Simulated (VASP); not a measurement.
Write the native input for VASP 6.6.1 that does the following.

| Item | Value |
| --- | --- |
| Task | single point |
| Functional | PBEsol |
| Potentials or basis | VASP PAW PBE potentials, release 64 (W_sv) |
| Cutoff | 520 eV |
| k mesh | 20 × 20 × 20 |
| Occupations | gaussian, width 0.15 eV |
| Spin | no spin polarisation |
| Dipole correction | no |
| Further INCAR settings | ALGO = Normal; EDIFF = 1e-06; NBANDS = 13 |

The structure of W lies in POSCAR:

```
W
1.0
    0.0000000000      1.9691000000      2.0300000000
    1.9691000000      0.0000000000      2.0300000000
    1.9691000000      1.9691000000      0.0000000000
W
1
Direct
    0.0000000000      0.0000000000      0.0000000000
```

This cell differs from its parent crystal: strain -0.030 along x and y, +0.000 along z.

The input as run:

INCAR

```
PREC = Accurate
ENCUT = 520
EDIFF = 1E-6
ISMEAR = 0
SIGMA = 0.15
LREAL = False
LASPH = True
NELM = 100
ALGO = Normal
ISIF = 2
LWAVE = False
LCHARG = True
GGA = PS
LELF = True
LVHAR = True
NBANDS = 13
```

KPOINTS

```
Automatic mesh
0
Gamma
  20 20 20
```

Potentials or basis: VASP PAW PBE potentials, release 64 (W_sv).

Launch:

```bash
$ cat potpaw_PBE.64/W_sv/POTCAR > POTCAR
$ mpirun -np 1 vasp_std > vasp.out
```

Results of the run:

```
Pressure               : 5.3 GPa
Band gap on the k mesh : zero (band 7 reaches 14.42 eV, above the bottom of band 8 at 10.42 eV)
```

Caveat: the cell differs from its parent crystal (strain -0.030 along x and y, +0.000 along z); the PAW data sets were made with another functional, which shifts forces and pressure a little; spin-orbit coupling is left out, which moves the levels of the heavy elements.

Wall time 59 s on 1 thread of AMD EPYC 9R45 96-Core Processor (Zen 5) (shared host), peak memory 0.21 GiB.
